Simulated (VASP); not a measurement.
# Hg (Im-3m) in VASP: further runs, part 2 of 2

VASP 6.6.1.

**5. Single point, BLYP (155.54 Å³/atom)**

This run uses another cell than the first one, of 155.54 Å³/atom.

The input, INCAR:

```
AGGAC    = 1.0          
AGGAX    = 1.0          
ALDAC    = 0.0          
ALDAX    = 1.0          
ALGO     = Normal         # electronic algorithm
EDIFF    = 1E-7           # SCF threshold, eV
ENCUT    = 520            # plane-wave cutoff, eV
GGA      = B5             # functional
ISIF     = 2              # what is computed and relaxed
ISMEAR   = -1             # smearing method
LASPH    = True           # aspherical terms in the spheres
LCHARG   = True           # write CHGCAR
LELF     = True           # ELF
LREAL    = False          # projectors in reciprocal space
LVHAR    = True         
LWAVE    = False          # write WAVECAR
NBANDS   = 12             # bands
NELM     = 100            # most SCF steps
PREC     = Accurate       # precision mode
SIGMA    = 0.1            # smearing width, eV
```

The input, KPOINTS:

```
k-points
0
Gamma
  8 8 8
```

The input, POSCAR:

```
Hg
1.0
   -3.3878873213      3.3878873213      3.3878873213
    3.3878873213     -3.3878873213      3.3878873213
    3.3878873213      3.3878873213     -3.3878873213
Hg
1
Direct
    0.0000000000      0.0000000000      0.0000000000
```

Potentials or basis: VASP PAW PBE potentials, release 64 (Hg).

Run with:

```sh
cat potpaw_PBE.64/Hg/POTCAR > POTCAR
mpirun -np 1 vasp_std > vasp.out
```

OUTCAR:

```text
EDIFF = 1E-7
   ENCUT = 520
   GGA = B5
   ISIF = 2
   ISMEAR = -1
   LASPH = True
   LREAL = False
   NELM = 100
   PREC = Accurate

 ion  position               nearest neighbor table
   1  0.000  0.000  0.000-

  LATTYP: Found a body centered cubic cell.
 ALAT       =     6.7757746426

  Lattice vectors:

 A1 = (  -3.3878873213,   3.3878873213,   3.3878873213)
 A2 = (   3.3878873213,  -3.3878873213,   3.3878873213)
 A3 = (   3.3878873213,   3.3878873213,  -3.3878873213)

Analysis of symmetry for initial positions (statically):
=====================================================================
 Subroutine PRICEL returns:
 Original cell was already a primitive cell.

 Routine SETGRP: Setting up the symmetry group for a
 body centered cubic supercell.

 Subroutine GETGRP returns: Found 48 space group operations
 (whereof 48 operations were pure point group operations)
 out of a pool of 48 trial point group operations.

The static configuration has the point symmetry O_h .

Analysis of symmetry for dynamics (positions and initial velocities):
=====================================================================
 Subroutine PRICEL returns:
 Original cell was already a primitive cell.

 Routine SETGRP: Setting up the symmetry group for a
 body centered cubic supercell.

 Subroutine GETGRP returns: Found 48 space group operations
 (whereof 48 operations were pure point group operations)
 out of a pool of 48 trial point group operations.

The dynamic configuration has the point symmetry O_h .

 Subroutine INISYM returns: Found 48 space group operations
 (whereof 48 operations are pure point group operations),
 and found     1 'primitive' translations

----------------------------------------------------------------------------------------
[... 114 lines left out ...]
  Thomas-Fermi vector in A             =   1.780111
   LORBIT       =      0    0 simple, 1 ext, 2 COOP (PROOUT), +10 PAW based schemes
   GGA     = B5    functional components
   LHFCALC =     F    Hartree Fock is set to
   AEXX    =    0.0000 exact exchange contribution
   IVDW    =     0    specifies the selected vdW correction
   LEPSILON=     F    determine dielectric tensor
   LRPA    =     F    only Hartree local field effects (RPA)
 non-spin polarized calculation
  energy-cutoff  :      520.00
  volume of cell :      155.54
 maximum number of plane-waves:      4232
 NGX is ok and might be reduce to    48
   NGX = 21   NGY = 21   NGZ = 21

 number of electron      12.0000002 magnetization

 Free energy of the ion-electron system (eV)
  ---------------------------------------------------
  ext. energy  EPLUGINS =         0.00000000
  ---------------------------------------------------
  free energy    TOTEN  =        -0.01988341 eV

  energy without entropy =       -0.01988341  energy(sigma->0) =       -0.01988341

 E-fermi :  -3.2972     XC(G=0):  -3.3251

 val. band max:       -5.5450549457   @ k =   0.5000   0.5000   0.5000
 cond. band min:      -0.7965757535   @ k =   0.5000   0.0000   0.0000
 fundamental gap:      4.7484791921
 Fermi energy:        -3.2971840988

 k-point     1 :       0.0000    0.0000    0.0000
  band No.  band energies     occupation
      1      -8.6588      2.00000
      2      -8.6588      2.00000
      3      -8.6588      2.00000
      4      -8.6519      2.00000
      5      -8.6519      2.00000
      6      -5.9288      2.00000
      7       1.1840      0.00000
      8       1.1840      0.00000
      9       1.1840      0.00000
     10       1.7033      0.00000
     11       4.9639      0.00000
     12       4.9639      0.00000
[... 331 lines left out ...]
 k-point    24 :      -0.3750    0.3750    0.2500
  band No.  band energies     occupation
      1      -8.6564      2.00000
      2      -8.6549      2.00000
      3      -8.6542      2.00000
      4      -8.6519      2.00000
      5      -8.6494      2.00000
      6      -5.6508      2.00000
      7      -0.4042      0.00000
      8       0.2836      0.00000
      9       0.3542      0.00000
     10       3.1699      0.00000
     11       3.9302      0.00000
     12       4.7677      0.00000

 [... further k-points ...]

------------------------ aborting loop because EDIFF is reached ----------------------------------------

  FORCE on cell =-STRESS in cart. coord.  units (eV):
  Direction    XX          YY          ZZ          XY          YZ          ZX
  --------------------------------------------------------------------------------------
  -------------------------------------------------------------------------------------
  Total        0.0194441      0.0194441      0.0194441      0.0000000      0.0000000     -0.0000000
  in kB        0.2002863      0.2002863      0.2002863      0.0000000      0.0000000     -0.0000000
  external PRESSURE =       0.2002863 kB  Pullay stress =       0.0000000 kB

 VOLUME and BASIS-vectors are now :
 -----------------------------------------------------------------------------
  energy-cutoff  :      520.00
  volume of cell :      155.54
      direct lattice vectors                 reciprocal lattice vectors
    -3.387887321  3.387887321  3.387887321     0.000000000  0.147584601  0.147584601
     3.387887321 -3.387887321  3.387887321     0.147584601  0.000000000  0.147584601
     3.387887321  3.387887321 -3.387887321     0.147584601  0.147584601  0.000000000

 POSITION                                       TOTAL-FORCE (eV/Angst)
 -----------------------------------------------------------------------------------
      0.00000      0.00000      0.00000        -0.000000     -0.000000      0.000000
 -----------------------------------------------------------------------------------
    total drift:                               -0.000000      0.000000      0.000000

  FREE ENERGIE OF THE ION-ELECTRON SYSTEM (eV)
  ---------------------------------------------------
  free  energy   TOTEN  =        -0.0198834082 eV

  energy  without entropy=       -0.0198834080  energy(sigma->0) =       -0.01988341
```

OSZICAR:

```text
N       E                     dE             d eps       ncg     rms          rms(c)
DAV:   1     0.715890742050E+02    0.71589E+02   -0.41173E+03   696   0.718E+02
DAV:   2     0.358548357486E+01   -0.68004E+02   -0.62070E+02   852   0.162E+02
DAV:   3    -0.238689636253E-01   -0.36094E+01   -0.36001E+01   800   0.409E+01
DAV:   4    -0.367885907287E-01   -0.12920E-01   -0.12919E-01   756   0.315E+00
DAV:   5    -0.368397137022E-01   -0.51123E-04   -0.51122E-04   824   0.165E-01    0.120E+00
DAV:   6    -0.207182003221E-01    0.16122E-01   -0.52284E-02   740   0.200E+00    0.190E-01
DAV:   7    -0.199290450348E-01    0.78916E-03   -0.33526E-03   760   0.462E-01    0.589E-02
DAV:   8    -0.198835525446E-01    0.45492E-04   -0.71933E-05   728   0.781E-02    0.154E-02
DAV:   9    -0.198832528101E-01    0.29973E-06   -0.22883E-06   796   0.122E-02    0.553E-03
DAV:  10    -0.198834607438E-01   -0.20793E-06   -0.55497E-07   712   0.866E-03    0.700E-04
DAV:  11    -0.198834081871E-01    0.52557E-07   -0.34007E-08   572   0.179E-03
   1 F= -.19883408E-01 E0= -.19883408E-01  d E =-.220789E-09
```

stdout:

```text
POSCAR found type information on POSCAR Hg
 POSCAR found :  1 types and       1 ions
 scaLAPACK will be used
 -----------------------------------------------------------------------------
|                                                                             |
|                                                                             |
|     You enforced a specific xc type in the INCAR file but a different       |
|     I HOPE YOU KNOW WHAT YOU ARE DOING!                                     |
|                                                                             |
 -----------------------------------------------------------------------------

 LDA part: xc-table for (Slater(with rela. corr.)+VWN5), standard interpolation
 POSCAR, INCAR and KPOINTS ok, starting setup
 FFT: planning ... GRIDC
 FFT: planning ... GRID_SOFT
 FFT: planning ... GRID
 WAVECAR not read
 entering main loop
```

Wall time 50 s (1 thread of Intel Xeon 6975P-C (Granite Rapids), shared host); peak memory 0.31 GiB.

Results:

- Free energy: -0.0199 eV
- Pressure: 0.0 GPa
- Band gap on the k mesh: 4.75 eV (least direct gap 4.89 eV)

Caveat: the PAW data sets were made with another functional, which shifts forces and pressure a little; spin-orbit coupling is left out, which moves the levels of the heavy elements.

**6. Single point, BLYP (161.52 Å³/atom)**

This run uses another cell than the first one, of 161.52 Å³/atom.

The input, INCAR:

```
PREC     = Accurate       # precision mode
ENCUT    = 520            # plane-wave cutoff, eV
EDIFF    = 1E-6           # SCF threshold, eV
ISMEAR   = -1             # smearing method
SIGMA    = 0.1            # smearing width, eV
LREAL    = F              # projectors in reciprocal space
LASPH    = T              # aspherical terms in the spheres
NELM     = 80             # most SCF steps
ALGO     = Normal         # electronic algorithm
ISIF     = 2              # what is computed and relaxed
LWAVE    = F              # write WAVECAR
LCHARG   = F              # write CHGCAR
GGA      = B5             # functional
ALDAX    = 1.0          
AGGAX    = 1.0          
AGGAC    = 1.0          
ALDAC    = 0.0          
NBANDS   = 12             # bands
```

The input, KPOINTS:

```
Automatic mesh
0
Gamma
  8 8 8
```

The input, POSCAR:

```
Hg
1.0
   -3.4307765240      3.4307765240      3.4307765240
    3.4307765240     -3.4307765240      3.4307765240
    3.4307765240      3.4307765240     -3.4307765240
Hg
1
Direct
    0.0000000000      0.0000000000      0.0000000000
```

Potentials or basis: VASP PAW PBE potentials, release 64 (Hg).

Run with:

```sh
cat potpaw_PBE.64/Hg/POTCAR > POTCAR
mpirun -np 1 vasp_std > vasp.out
```

Run time: 36 s. Hardware: 1 thread of Intel Xeon 6975P-C (Granite Rapids), shared host; peak memory 0.32 GiB.

It converged, with:

* Free energy: -0.0212 eV
* Pressure: 0.0 GPa
* Band gap on the k mesh: 4.79 eV (least direct gap 4.92 eV)

Levels at points of the mesh, in eV from the valence-band top:
| k point | band 2 | band 3 | band 4 | band 5 | band 6 | band 7 | band 8 | band 9 | band 10 | band 11 |
| --- | --- | --- | --- | --- | --- | --- | --- | --- | --- | --- |
| (0.00, 0.00, 0.00) | -3.10 | -3.10 | -3.09 | -3.09 | -0.35 | 6.68 | 6.68 | 6.68 | 7.18 | 10.42 |
| (0.50, 0.00, 0.00) | -3.10 | -3.09 | -3.09 | -3.09 | -0.13 | 4.79 | 6.12 | 6.56 | 8.07 | 9.30 |
| (0.50, 0.50, 0.50) | -3.10 | -3.09 | -3.09 | -3.09 | 0.00 | 5.48 | 5.48 | 5.48 | 8.12 | 8.12 |

Caveat: the PAW data sets were made with another functional, which shifts forces and pressure a little; spin-orbit coupling is left out, which moves the levels of the heavy elements. A k mesh can miss the band edges.

**7. Single point, BLYP (167.51 Å³/atom)**

This run uses another cell than the first one, of 167.51 Å³/atom.

The input, INCAR:

```
SYSTEM = Hg
PREC = Accurate
ENCUT = 520
EDIFF = 1E-6
ISMEAR = -1
SIGMA = 0.1
LREAL = .False.
LASPH = .True.
NELM = 100
ALGO = Normal
ISIF = 2
LWAVE = .False.
LCHARG = .False.
GGA = B5
ALDAX = 1.0
AGGAX = 1.0
AGGAC = 1.0
ALDAC = 0.0
NBANDS = 12
```

The input, KPOINTS:

```
regular mesh
0
Gamma
  8 8 8
  0 0 0
```

The input, POSCAR:

```
Hg
1.0
   -3.4726193859      3.4726193859      3.4726193859
    3.4726193859     -3.4726193859      3.4726193859
    3.4726193859      3.4726193859     -3.4726193859
Hg
1
Direct
    0.0000000000      0.0000000000      0.0000000000
```

Run with:

```sh
cat potpaw_PBE.64/Hg/POTCAR > POTCAR
mpirun -np 1 vasp_std > vasp.out
```

Wall time 43 s (1 thread of Intel Xeon 6975P-C (Granite Rapids), shared host); peak memory 0.32 GiB.

Results (log left out):

```
Free energy            : -0.0224 eV
Pressure               : 0.0 GPa
Band gap on the k mesh : 4.83 eV (least direct gap 4.95 eV)
```

Levels at points of the mesh, in eV from the valence-band top:
| k point | band 2 | band 3 | band 4 | band 5 | band 6 | band 7 | band 8 | band 9 | band 10 | band 11 |
| --- | --- | --- | --- | --- | --- | --- | --- | --- | --- | --- |
| (0.00, 0.00, 0.00) | -3.08 | -3.08 | -3.08 | -3.08 | -0.32 | 6.63 | 6.63 | 6.63 | 7.13 | 10.34 |
| (0.50, 0.00, 0.00) | -3.08 | -3.08 | -3.08 | -3.08 | -0.12 | 4.83 | 6.10 | 6.52 | 8.03 | 9.26 |
| (0.50, 0.50, 0.50) | -3.08 | -3.08 | -3.08 | -3.08 | 0.00 | 5.49 | 5.49 | 5.49 | 8.11 | 8.11 |

Caveat: the PAW data sets were made with another functional, which shifts forces and pressure a little; spin-orbit coupling is left out, which moves the levels of the heavy elements. A k mesh can miss the band edges.

**8. Overview**

```csv
cell,gap on the mesh (eV),pressure (GPa)
"a = 5.550 Å, angles 109.5°, 1 atom",4.52,0.0
"a = 5.713 Å, angles 109.5°, 1 atom",4.65,0.0
"a = 5.792 Å, angles 109.5°, 1 atom",4.70,0.0
"a = 5.868 Å, angles 109.5°, 1 atom",4.75,0.0
"a = 5.942 Å, angles 109.5°, 1 atom",4.79,0.0
"a = 6.015 Å, angles 109.5°, 1 atom",4.83,0.0
```

Alike in all rows: task single point; level BLYP; potentials or basis VASP PAW PBE potentials, release 64 (Hg); no spin polarisation; k mesh 8 × 8 × 8; cutoff (eV) 520; smearing fermi-dirac 0.1 eV.

Caveats: the PAW data sets were made with another functional, which shifts forces and pressure a little; spin-orbit coupling is left out, which moves the levels of the heavy elements.

Total energies depend on the potentials used, so only differences within one code and one set of settings carry meaning.
